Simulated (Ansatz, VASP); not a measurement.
**HgTe: VASP beside Ansatz**

```xyz
2
Lattice="0.0000 3.1964 3.1964 3.1964 0.0000 3.1964 3.1964 3.1964 0.0000" Properties=species:S:1:pos:R:3 pbc="T T T"
Hg    0.0000    0.0000    0.0000
Te    4.7946    4.7946    4.7946
```

Change from the starting cell: volume scaled by 0.975, PAW files.

Alike in both runs: task electric field gradients; functional LDA; k mesh 11 × 11 × 11; occupations fermi-dirac, width 0.03 eV; no spin polarisation.

|  | VASP | Ansatz |
| --- | --- | --- |
| version | VASP 6.6.1 | Ansatz 0.2.0 |
| potentials or method | VASP PAW LDA potentials, release 64 (Hg, Te) | PAW with Ansatz's default frozen-core files, scalar-relativistic |
| plane-wave cutoff (eV) | 520 | 420 |
| valence electrons in the cell | 18 | 36 |

```csv
,VASP,Ansatz,Ansatz less VASP
pressure (GPa),1.3,1.0,-0.30
```

LDA's correlation is that of Perdew and Zunger in VASP and of Perdew and Wang (1992) in Ansatz. VASP's potentials hold 18 valence electrons a cell and Ansatz's 36, so a difference there can come from the potentials and not from the codes.

Neither program's run includes spin-orbit coupling.
